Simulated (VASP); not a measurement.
The system is CuO (Tenorite).

```xyz
4
Lattice="2.3878 -1.7449 0.0000 2.3878 1.7449 0.0000 -0.8667 0.0000 5.1571" Properties=species:S:1:pos:R:3 pbc="T T T"
Cu    0.7605   -0.8724    2.5785
Cu    1.1939    0.8724    0.0000
O     1.7378    0.2848    3.8678
O     2.1711   -0.2848    1.2893
```

Base run:

| Property | Result |
| --- | --- |
| Program | VASP 6.6.1 |
| Functional | BLYP |
| Potentials or basis | VASP PAW PBE potentials, release 64 (Cu_sv_GW, O) |
| Cutoff | 700 eV |
| k mesh | 10 × 10 × 5 |
| Occupations | fermi-dirac, width 0.05 eV |
| Spin | no spin polarisation |

Its results: band gap on the k mesh zero (band 25 reaches 5.56 eV, above the bottom of band 26 at 4.98 eV); pressure -0.5 GPa; largest force 0.368 eV/Å.

The run is repeated on the same cell with these changes: functional from BLYP to SVWN5. What comes out?

Band gap on the k mesh zero (band 25 reaches 4.79 eV, above the bottom of band 26 at 4.19 eV); pressure -20.3 GPa; largest force 0.616 eV/Å.

SVWN5 binds more tightly than BLYP, so the same cell stands under less pressure.

Caveats: the PAW data sets were made with another functional, which shifts forces and pressure a little; semilocal functionals often make such compounds metallic where correlation or magnetic order opens a gap, which also shifts bond lengths.
